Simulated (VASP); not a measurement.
# InSe (P6_3/mmc) in VASP: single point with PBE

Aim: the single point of InSe with PBE.

All numbers are computed with VASP 6.6.1; they aren't measurements. Logs are shortened: lines on timing, memory, paths and dates and some standing lists are left out, and cuts for length are marked.

## 1. The cell of the first run

The structure is hexagonal, space group P6_3/mmc (No. 194). Conventional cell: a = 3.762 Å, b = 3.762 Å, c = 17.667 Å, α = 90.00°, β = 90.00°, γ = 120.00°. In (site symmetry 3m) has 3 Se at 2.49 Å and 1 In at 2.71 Å within 3.3 Å. Within 3.3 Å of Se (site symmetry 3m) lie 3 In at 2.49 Å.

## 2. Single point, PBE (strain -0.080 along x and y, -0.040 along z)

Input file INCAR:

```
SYSTEM = InSe
ALGO = Normal
EDIFF = 1E-6
ENCUT = 520
GGA = PE
ISIF = 2
ISMEAR = 0
LASPH = .True.
LCHARG = .False.
LREAL = .False.
LWAVE = .False.
NBANDS = 48
NELM = 100
PREC = Accurate
SIGMA = 0.05
```

Input file KPOINTS:

```
k-points
0
Gamma
  12 12 2
  0 0 0
```

Input file POSCAR:

```
InSe
1.0
    3.7624579005      0.0000000000      0.0000000000
   -1.8812289503      3.2583841225      0.0000000000
    0.0000000000      0.0000000000     17.6668948761
In Se
4 4
Direct
    0.3333333333      0.6666666667      0.1732335410
    0.6666666667      0.3333333333      0.6732335410
    0.3333333333      0.6666666667      0.3267664590
    0.6666666667      0.3333333333      0.8267664590
    0.3333333333      0.6666666667      0.6041695146
    0.6666666667      0.3333333333      0.1041695146
    0.3333333333      0.6666666667      0.8958304854
    0.6666666667      0.3333333333      0.3958304854
```

Potentials or basis: VASP PAW PBE potentials, release 64 (In_d, Se).

Launch:

```
$ cat potpaw_PBE.64/In_d/POTCAR potpaw_PBE.64/Se/POTCAR > POTCAR
$ mpirun -np 1 vasp_std > vasp.out
```

OUTCAR:

```text
SYSTEM = InSe
   EDIFF = 1E-6
   ENCUT = 520
   GGA = PE
   ISIF = 2
   ISMEAR = 0
   LASPH = .True.
   LREAL = .False.
   NELM = 100
   PREC = Accurate

 ion  position               nearest neighbor table
   1  0.333  0.667  0.173-   6 2.49   6 2.49   6 2.49   3 2.71
   2  0.667  0.333  0.673-   5 2.49   5 2.49   5 2.49   4 2.71
   3  0.333  0.667  0.327-   8 2.49   8 2.49   8 2.49   1 2.71
   4  0.667  0.333  0.827-   7 2.49   7 2.49   7 2.49   2 2.71
   5  0.333  0.667  0.604-   2 2.49   2 2.49   2 2.49
   6  0.667  0.333  0.104-   1 2.49   1 2.49   1 2.49
   7  0.333  0.667  0.896-   4 2.49   4 2.49   4 2.49
   8  0.667  0.333  0.396-   3 2.49   3 2.49   3 2.49

  LATTYP: Found a hexagonal cell.
 ALAT       =     3.7624579005
 C/A-ratio  =     4.6955727727

  Lattice vectors:

 A1 = (   3.7624579005,   0.0000000000,   0.0000000000)
 A2 = (  -1.8812289503,   3.2583841225,   0.0000000000)
 A3 = (   0.0000000000,   0.0000000000,  17.6668948761)

Analysis of symmetry for initial positions (statically):
=====================================================================
 Subroutine PRICEL returns:
 Original cell was already a primitive cell.

 Routine SETGRP: Setting up the symmetry group for a
 hexagonal supercell.

 Subroutine GETGRP returns: Found 24 space group operations
 (whereof 12 operations were pure point group operations)
 out of a pool of 24 trial point group operations.

The static configuration has the point symmetry D_3d.
 The point group associated with its full space group is D_6h.

Analysis of symmetry for dynamics (positions and initial velocities):
=====================================================================
 Subroutine PRICEL returns:
 Original cell was already a primitive cell.

 Routine SETGRP: Setting up the symmetry group for a
 hexagonal supercell.

 Subroutine GETGRP returns: Found 24 space group operations
 (whereof 12 operations were pure point group operations)
 out of a pool of 24 trial point group operations.

The dynamic configuration has the point symmetry D_3d.
 The point group associated with its full space group is D_6h.

 Subroutine INISYM returns: Found 24 space group operations
 (whereof 12 operations are pure point group operations),
 and found     1 'primitive' translations

----------------------------------------------------------------------------------------

                                     Primitive cell

  volume of cell :     216.5879

  direct lattice vectors                    reciprocal lattice vectors
     3.762457900  0.000000000  0.000000000     0.265783705  0.153450294  0.000000000
    -1.881228950  3.258384122  0.000000000     0.000000000  0.306900587  0.000000000
     0.000000000  0.000000000 17.666894876     0.000000000  0.000000000  0.056603042

  length of vectors
     3.762457900  3.762457901 17.666894876     0.306900587  0.306900587  0.056603042

  position of ions in fractional coordinates (direct lattice)
     0.333333333  0.666666667  0.173233541
     0.666666667  0.333333333  0.673233541
     0.333333333  0.666666667  0.326766459
     0.666666667  0.333333333  0.826766459
     0.333333333  0.666666667  0.604169515
     0.666666667  0.333333333  0.104169515
     0.333333333  0.666666667  0.895830485
     0.666666667  0.333333333  0.395830485

  ion indices of the primitive-cell ions
   primitive index   ion index
                 1           1
                 2           2
                 3           3
                 4           4
                 5           5
                 6           6
                 7           7
                 8           8

----------------------------------------------------------------------------------------

 KPOINTS: k-points

Automatic generation of k-mesh.
 Grid dimensions read from file:
 generate k-points for:   12   12    2

 Generating k-lattice:

  Cartesian coordinates                     Fractional coordinates (reciprocal lattice)
     0.022148642  0.012787524  0.000000000     0.083333333 -0.000000000  0.000000000
     0.000000000  0.025575049  0.000000000     0.000000000  0.083333333  0.000000000
     0.000000000  0.000000000  0.028301521     0.000000000  0.000000000  0.500000000

  Length of vectors
     0.025575049  0.025575049  0.028301521

  Shift w.r.t. Gamma in fractional coordinates (k-lattice)
     0.000000000  0.000000000  0.000000000

 Subroutine IBZKPT returns following result:
 ===========================================

 Found     38 irreducible k-points:

 Following reciprocal coordinates:
            Coordinates               Weight
  0.000000  0.000000  0.000000      1.000000
  0.083333  0.000000  0.000000      6.000000
  0.166667  0.000000  0.000000      6.000000
  0.250000  0.000000  0.000000      6.000000
  0.333333  0.000000  0.000000      6.000000
  0.416667  0.000000  0.000000      6.000000
[... 16 lines left out ...]
  0.250000  0.000000  0.500000      6.000000
  0.333333  0.000000  0.500000      6.000000
 [... further k-points ...]
   k-points           NKPTS =     38   k-points in BZ     NKDIM =     38   number of bands    NBANDS=     48
   number of dos      NEDOS =    301   number of ions     NIONS =      8
   total plane-waves  NPLWV = 109760
   dimension x,y,z NGX =    28 NGY =   28 NGZ =  140
   dimension x,y,z NGXF=    56 NGYF=   56 NGZF=  280
   ions per type =               4   4
   NGX,Y,Z   is equivalent  to a cutoff of  12.37, 12.37, 13.17 a.u.
   NGXF,Y,Z  is equivalent  to a cutoff of  24.74, 24.74, 26.35 a.u.
 SYSTEM =  InSe
   PREC   = accura    normal or accurate (medium, high low for compatibility)
   ISTART =      0    job   : 0-new  1-cont  2-samecut
   ICHARG =      2    charge: 1-file 2-atom 10-const
   ISPIN  =      1    spin polarized calculation?
   LNONCOLLINEAR =      F non collinear calculations
   LSORBIT =      F    spin-orbit coupling
   LASPH  =      T    aspherical Exc in radial PAW
   ENCUT  =  520.0 eV  38.22 Ry    6.18 a.u.   7.00  7.00 32.85*2*pi/ulx,y,z
   NELM   =    100;   NELMIN=  2; NELMDL= -5     # of ELM steps
   EDIFF  = 0.1E-05   stopping-criterion for ELM
   LREAL  =      F    real-space projection
   EDIFFG = 0.1E-04   stopping-criterion for IOM
   NSW    =      0    number of steps for IOM
   IBRION =     -1    ionic relax: 0-MD 1-quasi-New 2-CG
   NFREE  =      0    steps in history (QN), initial steepest desc. (CG)
   ISIF   =      2    stress and relaxation
   ISYM   =      2    0-nonsym 1-usesym 2-fastsym
   POTIM  = 0.5000    time-step for ionic-motion
   TEBEG  =    0.0;   TEEND  =   0.0 temperature during run
   PSTRESS=    0.0 pullay stress
   NELECT =      76.0000    total number of electrons
   NUPDOWN=      -1.0000    fix difference up-down
   EMIN   =  10.00;   EMAX   =-10.00  energy-range for DOS
   EFERMI =   0.00;   METHOD = LEGACY
   ISMEAR =     0;   SIGMA  =   0.05  broadening in eV -4-tet -1-fermi 0-gaus
   EFERMI_NEDOS =   21; number of points for ismear=-14 and -15
   IALGO  =     38    algorithm
   IMIX   =      4    mixing-type and parameters
     AMIX     =   0.40;   BMIX     =  1.00
     AMIX_MAG =   1.60;   BMIX_MAG =  1.00
  volume/ion in A,a.u.               =      27.07       182.70
  Fermi-wavevector in a.u.,A,eV,Ry     =   1.154697  2.182061 18.140985  1.333325
  Thomas-Fermi vector in A             =   2.291331
   LORBIT       =      0    0 simple, 1 ext, 2 COOP (PROOUT), +10 PAW based schemes
   GGA     = PE    functional components
   LHFCALC =     F    Hartree Fock is set to
   AEXX    =    0.0000 exact exchange contribution
   IVDW    =     0    specifies the selected vdW correction
   LEPSILON=     F    determine dielectric tensor
   LRPA    =     F    only Hartree local field effects (RPA)
 non-spin polarized calculation
 Gauss-broadening in eV      SIGMA  =   0.05
  energy-cutoff  :      520.00
  volume of cell :      216.59
 maximum number of plane-waves:      5874
 NGX is ok and might be reduce to    28
   NGX = 13   NGY = 13   NGZ = 65

 number of electron      76.0000000 magnetization

 Free energy of the ion-electron system (eV)
  ---------------------------------------------------
  ext. energy  EPLUGINS =         0.00000000
  ---------------------------------------------------
  free energy    TOTEN  =       -26.55538605 eV

  energy without entropy =      -26.55538605  energy(sigma->0) =      -26.55538605

 E-fermi :   4.6216     XC(G=0):  -9.1196

 val. band max:        4.3916838313   @ k =   0.0000   0.0000   0.0000
 cond. band min:       6.0488479224   @ k =   0.0000   0.0000   0.0000
 fundamental gap:      1.6571640911
 Fermi energy:         4.6216123669

 k-point     1 :       0.0000    0.0000    0.0000
  band No.  band energies     occupation
      1     -10.2703      2.00000
      2     -10.2676      2.00000
      3     -10.0244      2.00000
      4     -10.0244      2.00000
      5     -10.0243      2.00000
      6     -10.0243      2.00000
[... 40 lines left out ...]
     47      10.2917      0.00000
     48      10.5411      0.00000

 k-point     2 :       0.0833    0.0000    0.0000
  band No.  band energies     occupation
      1     -10.2905      2.00000
      2     -10.2860      2.00000
      3     -10.0868      2.00000
      4     -10.0776      2.00000
      5     -10.0743      2.00000
      6     -10.0742      2.00000
[... 40 lines left out ...]
     47      10.2708      0.00000
     48      10.4348      0.00000

 k-point     3 :       0.1667    0.0000    0.0000
  band No.  band energies     occupation
      1     -10.3662      2.00000
      2     -10.3583      2.00000
      3     -10.2385      2.00000
      4     -10.2260      2.00000
      5     -10.1271      2.00000
      6     -10.1245      2.00000
[... 40 lines left out ...]
     47      10.0155      0.00000
     48      10.0225      0.00000

 k-point     4 :       0.2500    0.0000    0.0000
  band No.  band energies     occupation
      1     -10.4688      2.00000
      2     -10.4608      2.00000
      3     -10.3623      2.00000
      4     -10.3520      2.00000
      5     -10.1326      2.00000
      6     -10.1312      2.00000
[... 958 lines left out ...]
     47      10.0190      0.00000
     48      10.0190      0.00000

 k-point    23 :       0.2500    0.0000    0.5000
  band No.  band energies     occupation
      1     -10.4650      2.00000
      2     -10.4650      2.00000
      3     -10.3570      2.00000
      4     -10.3570      2.00000
      5     -10.1319      2.00000
      6     -10.1319      2.00000
[... 40 lines left out ...]
     47      10.1211      0.00000
     48      10.1211      0.00000

 k-point    24 :       0.3333    0.0000    0.5000
  band No.  band energies     occupation
      1     -10.5524      2.00000
      2     -10.5524      2.00000
      3     -10.4488      2.00000
      4     -10.4488      2.00000
      5     -10.1244      2.00000
      6     -10.1244      2.00000
[... 40 lines left out ...]
     47      10.0789      0.00000
     48      10.0789      0.00000

 [... further k-points ...]
[... 5 lines left out ...]
  --------------------------------------------------------------------------------------
  -------------------------------------------------------------------------------------
  Total       21.3201907     21.3201907     14.2348147     -0.0000000      0.0000000     -0.0000000
  in kB      157.7130069    157.7130069    105.2999692     -0.0000000      0.0000000     -0.0000000
  external PRESSURE =     140.2419943 kB  Pullay stress =       0.0000000 kB

 VOLUME and BASIS-vectors are now :
 -----------------------------------------------------------------------------
  energy-cutoff  :      520.00
  volume of cell :      216.59
      direct lattice vectors                 reciprocal lattice vectors
     3.762457900  0.000000000  0.000000000     0.265783705  0.153450294  0.000000000
    -1.881228950  3.258384122  0.000000000     0.000000000  0.306900587  0.000000000
     0.000000000  0.000000000 17.666894876     0.000000000  0.000000000  0.056603042

 POSITION                                       TOTAL-FORCE (eV/Angst)
 -----------------------------------------------------------------------------------
     -0.00000      2.17226      3.06050        -0.000000     -0.000000      1.480358
      1.88123      1.08613     11.89395        -0.000000      0.000000      1.480358
     -0.00000      2.17226      5.77295         0.000000     -0.000000     -1.480358
      1.88123      1.08613     14.60640        -0.000000      0.000000     -1.480358
     -0.00000      2.17226     10.67380         0.000000      0.000000     -2.095389
      1.88123      1.08613      1.84035         0.000000     -0.000000     -2.095389
     -0.00000      2.17226     15.82654         0.000000      0.000000      2.095389
      1.88123      1.08613      6.99310        -0.000000     -0.000000      2.095389
 -----------------------------------------------------------------------------------
    total drift:                               -0.000000      0.000000      0.000000

  FREE ENERGIE OF THE ION-ELECTRON SYSTEM (eV)
  ---------------------------------------------------
  free  energy   TOTEN  =       -26.5553860536 eV

  energy  without entropy=      -26.5553860536  energy(sigma->0) =      -26.55538605
```

Wall time 12 min (1 thread of Intel Xeon 8259CL, shared host); peak memory 0.51 GiB.

Results:

```yaml
Free_energy: -26.5554 eV
Pressure: 14.0 GPa
Largest_force: 2.095 eV/Å
Band_gap_on_the_k_mesh: 1.66 eV, direct
```

Forces in eV/Å, atoms in the order of the input:
```
In   0.000  0.000  1.480
In   0.000  0.000  1.480
In   0.000  0.000 -1.480
In   0.000  0.000 -1.480
Se   0.000  0.000 -2.095
Se   0.000  0.000 -2.095
Se   0.000  0.000  2.095
Se   0.000  0.000  2.095
```

Caveat: the cell differs from its parent crystal (strain -0.080 along x and y, -0.040 along z); spin-orbit coupling is left out, which moves the levels of the heavy elements; this functional lacks dispersion, which binds the layers, so the pressure and a relaxed spacing across them are unreliable; forces of over 1 eV/Å act on the atoms, so gaps and moduli don't describe the material at rest.
